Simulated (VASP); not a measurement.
A run of VASP 6.6.1:

INCAR

```
SYSTEM = Li2S
PREC = Accurate ; ENCUT = 750
EDIFF = 1E-6 ; ISMEAR = -1
SIGMA = 0.02 ; LREAL = .FALSE.
LASPH = .TRUE. ; NELM = 120
ALGO = Normal ; ISIF = 2
LWAVE = .FALSE. ; LCHARG = .FALSE.
GGA = PE ; NBANDS = 13
GGA_COMPAT = .FALSE.
```

The input KPOINTS:

```
Automatic mesh
0
G
  8 8 8
  0 0 0
```

The input POSCAR:

```
Li2S
1.0
    0.0000000000      2.8528286932      2.8528286932
    2.8528286932      0.0000000000      2.8528286932
    2.8528286932      2.8528286932      0.0000000000
S Li
1 2
Direct
    0.0000000000      0.0000000000      0.0000000000
    0.2500000000      0.2500000000      0.2500000000
    0.7500000000      0.7500000000      0.7500000000
```

Potentials or basis: VASP PAW PBE potentials, release 64 (S, Li_sv).

Launch:

```console
$ cat potpaw_PBE.64/S/POTCAR potpaw_PBE.64/Li_sv/POTCAR > POTCAR
$ mpirun -np 1 vasp_std > vasp.out
```

Hardware: 1 thread of Intel(R) Xeon(R) 6975P-C (Granite Rapids), with other jobs on the host.

Problem. Estimate the wall time of this run.

Solution. It took 11 s on 1 thread of Intel(R) Xeon(R) 6975P-C (Granite Rapids), on a shared host, peak memory 0.2 GiB. Counts: scf iterations 14, k points 29.
